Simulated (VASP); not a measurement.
# Rh (Fm-3m) in VASP: settings compared, part 2 of 2

VASP 6.6.1. The steps go on from the part before.

**3. Single point, RPBE+D3(BJ)**

This run uses another cell than the first one, of 12.40 Å³/atom, 0.907 times its volume.

Input file INCAR:

```
ALGO     = Normal         # electronic algorithm
EDIFF    = 1E-6           # SCF threshold, eV
ENCUT    = 520            # plane-wave cutoff, eV
GGA      = RP             # functional
ISIF     = 2              # what is computed and relaxed
ISMEAR   = -1             # smearing method
IVDW     = 12             # dispersion correction
LASPH    = T              # aspherical terms in the spheres
LCHARG   = T              # write CHGCAR
LELF     = T              # ELF
LREAL    = F              # projectors in reciprocal space
LVHAR    = T            
LWAVE    = F              # write WAVECAR
NBANDS   = 14             # bands
NELM     = 80             # most SCF steps
PREC     = Accurate       # precision mode
SIGMA    = 0.05           # smearing width, eV
```

Input file KPOINTS:

```
k-points
0
Gamma
  12 12 12
```

Input file POSCAR:

```
Rh
1.0
    0.0000000000      1.8369459546      1.8369459546
    1.8369459546      0.0000000000      1.8369459546
    1.8369459546      1.8369459546      0.0000000000
Rh
1
Direct
    0.0000000000      0.0000000000      0.0000000000
```

Potentials or basis: VASP PAW PBE potentials, release 64 (Rh_pv).

Command:

```
$ cat potpaw_PBE.64/Rh_pv/POTCAR > POTCAR
$ mpirun -np 1 vasp_std > vasp.out
```

OUTCAR:

```text
EDIFF = 1E-6
   ENCUT = 520
   GGA = RP
   ISIF = 2
   ISMEAR = -1
   IVDW = 12
   LASPH = T
   LREAL = F
   NELM = 80
   PREC = Accurate
 IVDW          = 12

 ion  position               nearest neighbor table
   1  0.000  0.000  0.000-

  LATTYP: Found a face centered cubic cell.
 ALAT       =     3.6738919092

  Lattice vectors:

 A1 = (   0.0000000000,   1.8369459546,   1.8369459546)
 A2 = (   1.8369459546,   0.0000000000,   1.8369459546)
 A3 = (   1.8369459546,   1.8369459546,   0.0000000000)

Analysis of symmetry for initial positions (statically):
[... 33 lines left out ...]
                                     Primitive cell

  volume of cell :      12.3971

  direct lattice vectors                    reciprocal lattice vectors
     0.000000000  1.836945955  1.836945955    -0.272190915  0.272190915  0.272190915
     1.836945955  0.000000000  1.836945955     0.272190915 -0.272190915  0.272190915
     1.836945955  1.836945955  0.000000000     0.272190915  0.272190915 -0.272190915

  length of vectors
     2.597833882  2.597833882  2.597833882     0.471448494  0.471448494  0.471448494

  position of ions in fractional coordinates (direct lattice)
     0.000000000  0.000000000  0.000000000

  ion indices of the primitive-cell ions
   primitive index   ion index
                 1           1

----------------------------------------------------------------------------------------

 KPOINTS: k-points

Automatic generation of k-mesh.
 Grid dimensions read from file:
 generate k-points for:   12   12   12

 Generating k-lattice:

  Cartesian coordinates                     Fractional coordinates (reciprocal lattice)
    -0.022682576  0.022682576  0.022682576     0.083333333  0.000000000  0.000000000
     0.022682576 -0.022682576  0.022682576     0.000000000  0.083333333  0.000000000
     0.022682576  0.022682576 -0.022682576     0.000000000  0.000000000  0.083333333

  Length of vectors
[... 78 lines left out ...]
  Thomas-Fermi vector in A             =   2.816350
   LORBIT       =      0    0 simple, 1 ext, 2 COOP (PROOUT), +10 PAW based schemes
   GGA     = RP    functional components
   LHFCALC =     F    Hartree Fock is set to
   AEXX    =    0.0000 exact exchange contribution
   IVDW    =    12    specifies the selected vdW correction
   LEPSILON=     F    determine dielectric tensor
   LRPA    =     F    only Hartree local field effects (RPA)
 non-spin polarized calculation
  energy-cutoff  :      520.00
  volume of cell :       12.40
 maximum number of plane-waves:       347
   NGX =  9   NGY =  9   NGZ =  9

 number of electron      14.9999999 magnetization

 Free energy of the ion-electron system (eV)
  ---------------------------------------------------
  ext. energy  EPLUGINS =         0.00000000
  ---------------------------------------------------
  free energy    TOTEN  =        -6.36639173 eV

  energy without entropy =       -6.35941306  energy(sigma->0) =       -6.36290240

 E-fermi :  14.0077     XC(G=0): -14.6243

 val. band max:       13.8985460784   @ k =  -0.3333   0.3333   0.0000
 cond. band min:      14.0388982404   @ k =   0.3333   0.1667   0.0000
 fundamental gap:      0.1403521620
 Fermi energy:        14.0077137025

 k-point     1 :       0.0000    0.0000    0.0000
  band No.  band energies     occupation
      1     -32.6001      2.00000
      2     -32.6001      2.00000
      3     -32.6001      2.00000
      4       5.2880      2.00000
      5      10.3692      2.00000
      6      10.3692      2.00000
      7      10.3692      2.00000
      8      12.8126      2.00000
      9      12.8126      2.00000
     10      29.8615      0.00000
     11      34.2247      0.00000
     12      35.9434      0.00000
     13      35.9434      0.00000
     14      35.9434      0.00000
[... 377 lines left out ...]
      1     -33.5441      2.00000
      2     -32.9315      2.00000
      3     -32.7794      2.00000
      4       7.7872      2.00000
      5       9.5709      2.00000
      6      11.0425      2.00000
      7      11.5973      2.00000
      8      14.2799      0.00861
      9      18.5317      0.00000
     10      23.7958      0.00000
     11      30.5541      0.00000
     12      33.8094      0.00000
     13      34.2282      0.00000
     14      35.7913      0.00000

 [... further k-points ...]

------------------------ aborting loop because EDIFF is reached ----------------------------------------

 Edisp (eV)   -3.83934

 E8    (eV) :    -2.5520

  FORCE on cell =-STRESS in cart. coord.  units (eV):
  Direction    XX          YY          ZZ          XY          YZ          ZX
  --------------------------------------------------------------------------------------
  -------------------------------------------------------------------------------------
  Total       0.02271     0.02271     0.02271     0.00000     0.00000     0.00000
  in kB       2.93496     2.93496     2.93496     0.00000     0.00000     0.00000
  external pressure =        2.93 kB  Pullay stress =        0.00 kB

 VOLUME and BASIS-vectors are now :
 -----------------------------------------------------------------------------
  energy-cutoff  :      520.00
  volume of cell :       12.40
      direct lattice vectors                 reciprocal lattice vectors
     0.000000000  1.836945955  1.836945955    -0.272190915  0.272190915  0.272190915
     1.836945955  0.000000000  1.836945955     0.272190915 -0.272190915  0.272190915
     1.836945955  1.836945955  0.000000000     0.272190915  0.272190915 -0.272190915

 POSITION                                       TOTAL-FORCE (eV/Angst)
 -----------------------------------------------------------------------------------
      0.00000      0.00000      0.00000        -0.000000     -0.000000     -0.000000
 -----------------------------------------------------------------------------------
    total drift:                               -0.000000      0.000000      0.000000

  FREE ENERGIE OF THE ION-ELECTRON SYSTEM (eV)
  ---------------------------------------------------
  free  energy   TOTEN  =       -10.2057299946 eV

  energy  without entropy=      -10.1987513286  energy(sigma->0) =      -10.20224066
```

OSZICAR:

```text
N       E                     dE             d eps       ncg     rms          rms(c)
DAV:   1     0.118840619256E+03    0.11884E+03   -0.87363E+03  2028   0.117E+03
DAV:   2    -0.530506117062E+01   -0.12415E+03   -0.11879E+03  2316   0.343E+02
DAV:   3    -0.679208395190E+01   -0.14870E+01   -0.14852E+01  2328   0.409E+01
DAV:   4    -0.679697931439E+01   -0.48954E-02   -0.48952E-02  2256   0.244E+00
DAV:   5    -0.679701712229E+01   -0.37808E-04   -0.37807E-04  2328   0.188E-01    0.130E+01
DAV:   6    -0.639496972674E+01    0.40205E+00   -0.57458E-01  2088   0.110E+01    0.528E+00
DAV:   7    -0.636998645085E+01    0.24983E-01   -0.29675E-02  2280   0.236E+00    0.207E+00
DAV:   8    -0.636654166910E+01    0.34448E-02   -0.39767E-03  2076   0.862E-01    0.289E-01
DAV:   9    -0.636639308118E+01    0.14859E-03   -0.64469E-05  2094   0.110E-01    0.227E-02
DAV:  10    -0.636639185665E+01    0.12245E-05   -0.33537E-06  2184   0.245E-02    0.232E-03
DAV:  11    -0.636639172898E+01    0.12767E-06   -0.18938E-07  1032   0.595E-03
   1 F= -.10205730E+02 E0= -.10202241E+02  d E =-.697867E-02
```

Run time: 17 s. Hardware: 1 thread of Intel Xeon 8259CL, shared host; peak memory 0.14 GiB.

What came out:

```yaml
Free_energy: -10.2057 eV
Pressure: 0.3 GPa
Dispersion_energy_per_atom: -3.839 eV
```

Caveat: the PAW data sets were made with another functional, which shifts forces and pressure a little; pairwise dispersion overbinds metals, which lowers pressure and volume.
